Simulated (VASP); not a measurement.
Input of a VASP 6.6.1 run:

The input INCAR:

```
  ALGO = Normal
  EDIFF = 1E-6
  EDIFFG = -0.01
  ENCUT = 600
  GGA = PS
  IBRION = 2
  ISIF = 3
  ISMEAR = -1
  LASPH = T
  LCHARG = F
  LREAL = F
  LWAVE = F
  NELM = 60
  NSW = 100
  PREC = Accurate
  SIGMA = 0.03
```

The input KPOINTS:

```
k-points
0
Gamma
  6 6 2
```

File POSCAR:

```
SnTe2
1.0
    3.7470308600      0.0000000000      0.0000000000
   -1.8735154300      3.2450239135      0.0000000000
    0.0000000000      0.0000000000     13.3830366400
Sn Te
2 4
Direct
    0.3333333333      0.6666666667      0.2500000000
    0.6666666667      0.3333333333      0.7500000000
    0.6666666667      0.3333333333      0.3866849101
    0.6666666667      0.3333333333      0.1133150899
    0.3333333333      0.6666666667      0.8866849101
    0.3333333333      0.6666666667      0.6133150899
```

Potentials or basis: VASP PAW PBE potentials, release 64 (Sn_d, Te).

Run with:

```console
$ cat potpaw_PBE.64/Sn_d/POTCAR potpaw_PBE.64/Te/POTCAR > POTCAR
$ mpirun -np 1 vasp_std > vasp.out
```

Task: Predict the relaxed cell.

Result: a = 4.118 Å, b = 4.118 Å, c = 12.371 Å, α = 90.00°, β = 90.00°, γ = 120.00°.

Task: Estimate the space group after relaxing (to 0.1 Å).

Result: P6_3/mmc (No. 194).

Forces on the atoms (eV/Å):
```
Sn   0.000  0.000  0.000
Sn   0.000  0.000  0.000
Te   0.000  0.000 -0.006
Te   0.000  0.000  0.006
Te   0.000  0.000 -0.006
Te   0.000  0.000  0.006
```

Caveat: the PAW data sets were made with another functional, which shifts forces and pressure a little.
